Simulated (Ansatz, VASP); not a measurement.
One calculation of PtSe, two programs

File POSCAR:

```
PtSe
1.0
    0.0000000000      3.0374472300      3.0374472300
    3.0374472300      0.0000000000      3.0374472300
    3.0374472300      3.0374472300      0.0000000000
Pt Se
1 1
Direct
    0.0000000000      0.0000000000      0.0000000000
    0.2500000000      0.2500000000      0.2500000000
```

The input INCAR.step1:

```
SYSTEM = PtSe
ALGO = Normal
EDIFF = 1E-4
ENCUT = 520
GGA = PE
ISMEAR = -1
LASPH = .True.
LCHARG = .False.
LDAU = .True.
LDAUJ = 0 0
LDAUL = 2 -1
LDAUTYPE = 2
LDAUU = 6 0
LMAXMIX = 4
LREAL = .False.
LWAVE = .True.
NBANDS = 15
NELM = 150
PREC = Accurate
SIGMA = 0.05
```

File INCAR.step2:

```
SYSTEM = PtSe
ALGO = Normal
EDIFF = 1E-6
ENCUT = 520
ISIF = 2
ISMEAR = -1
ISTART = 1
LASPH = .True.
LCHARG = .False.
LDAU = .True.
LDAUJ = 0 0
LDAUL = 2 -1
LDAUPRINT = 1
LDAUTYPE = 2
LDAUU = 6 0
LMAXMIX = 4
LMIXTAU = .True.
LREAL = .False.
LWAVE = .False.
METAGGA = R2SCAN
NBANDS = 15
NELM = 150
PREC = Accurate
SIGMA = 0.05
```

File KPOINTS:

```
k-points
0
Gamma
  8 8 8
  0 0 0
```

input.yaml

```yaml
crystal:
  lattice:
    - [0.0, 3.03744723, 3.03744723]
    - [3.03744723, 0.0, 3.03744723]
    - [3.03744723, 3.03744723, 0.0]
  atoms:
    - { symbol: Pt, position: [0.0, 0.0, 0.0] }
    - { symbol: Se, position: [0.25, 0.25, 0.25] }
hamiltonian:
  xc: r2scan
  pseudopotentials: { kind: paw }
  hubbard: { sites: [{ species: Pt, l: d, u_eff: 6.0 }] }
kpoints:
  mp_grid: { grid: [8, 8, 8] }
scf:
  occupations: { method: fermi_dirac, width: 0.05 }
  n_extra_bands: 6
output:
  forces: true
  stress: true
  eigenvalues: true
  dos: { projected: true, de: 0.05, nscf_kmesh: { grid: [12, 12, 12] } }
  write_density: true
  write_potential: true
  elf: true
  volumetric_format: npy
```

Alike in both runs: functional r2SCAN; k mesh 8 × 8 × 8; occupations fermi-dirac, width 0.05 eV; no spin polarisation; Hubbard terms Pt d U = 6.0 eV.

```csv
,VASP,Ansatz
version,VASP 6.6.1,Ansatz 0.2.0
potentials or method,"VASP PAW PBE potentials, release 64 (Pt, Se)",Ansatz PAW
plane-wave cutoff (eV),520,500
valence electrons in the cell,16,34
task,single point,projected density of states
```

Ansatz gave:

* gap on the k mesh at the Fermi level (eV): none
* pressure (GPa): -12.8

Question: Which values does VASP return?

Answer: gap on the k mesh at the Fermi level (eV): none; pressure (GPa): -15.0.

VASP's potentials were made for PBE, not for r2SCAN. The programs project onto different local orbitals, so the same U acts differently, and such runs can settle in different states. A gap of «none» marks a metal or a gap that the smearing closes. VASP's potentials hold 16 valence electrons a cell and Ansatz's 34, so a difference there can come from the potentials and not from the codes.

Neither program's run includes spin-orbit coupling.
